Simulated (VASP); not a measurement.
# KCl: single point with PBE

KCl:

```
K Cl
1.0
     0.00000    3.23919    3.23919
     3.23919    0.00000    3.23919
     3.23919    3.23919    0.00000
K Cl
1 1
Cartesian
  0.0000 0.0000 0.0000
  3.2392 3.2392 3.2392
```

This cell differs from its parent crystal: strain +3.0%.

| Quantity | Value |
| --- | --- |
| Program | VASP 6.6.1 |
| Task | single point |
| Functional | PBE |
| Potentials or basis | VASP PAW PBE potentials, release 64 (K_sv, Cl) |
| Cutoff | 520 eV |
| k mesh | 4 × 4 × 4 |
| Occupations | gaussian, width 0.01 eV |
| Spin | no spin polarisation |

The pressure is -0.7 GPa. The band gap on the k mesh is 4.90 eV, direct.

Levels at points of the mesh, in eV from the valence-band top:
```tsv
k point	band 4	band 5	band 6	band 7	band 8	band 9	band 10	band 11	band 12	band 13
(0.00, 0.00, 0.00)	-10.88	-10.88	0.00	0.00	0.00	4.90	8.32	8.32	8.32	9.15
(0.50, 0.00, 0.00)	-10.89	-10.68	-0.91	-0.26	-0.26	7.33	8.25	10.23	10.23	11.09
(0.50, 0.50, 0.00)	-10.92	-10.92	-0.60	-0.20	-0.20	6.58	7.96	9.57	10.06	10.27
```

Wall time 5.4 s on 1 thread of Intel(R) Xeon(R) 6975P-C (Granite Rapids) (shared host), peak memory 0.19 GiB.

Caveat: the cell differs from its parent crystal (strain +3.0%).
